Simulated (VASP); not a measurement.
Runs of VASP 6.6.1 on KNi. The typed cell holds 2 atoms: a = 3.660 Å, b = 3.660 Å, c = 3.479 Å, α = 90.00°, β = 90.00°, γ = 90.00°. 

| level | potentials or basis | smearing | gap on the mesh (eV) | pressure (GPa) | moment (μB) | largest force (eV/Å) |
| --- | --- | --- | --- | --- | --- | --- |
| PBE | VASP PAW PBE potentials, release 64 (K_sv, Ni) | fermi-dirac 0.01 eV | none | 4.2 | 0.56 | 0.18 |
| PBE | VASP PAW PBE potentials, release 64 (K_sv, Ni) | fermi-dirac 0.005 eV | none | 4.3 | 0.56 | 0.18 |
| PBE | VASP PAW PBE potentials, release 64 (K_sv, Ni) | fermi-dirac 0.05 eV | none | 4.3 | 0.60 | 0.18 |
| PBE | VASP PAW PBE potentials, release 64 (K_sv, Ni) | fermi-dirac 0.025 eV | none | 4.2 | 0.57 | 0.18 |
| LDA | VASP PAW LDA potentials, release 64 (K_sv, Ni) | gaussian 0.1 eV | none | -0.2 | (b) | (a) |

Alike in all rows: task single point; spin collinear, ferromagnetic start; cell as given; k mesh 5 × 5 × 6; cutoff (eV) 520.

Q: Estimate the missing entries.

A: (a) 0.15; (b) 0.54.

A gap of «none» marks levels without a gap at the run's occupations.
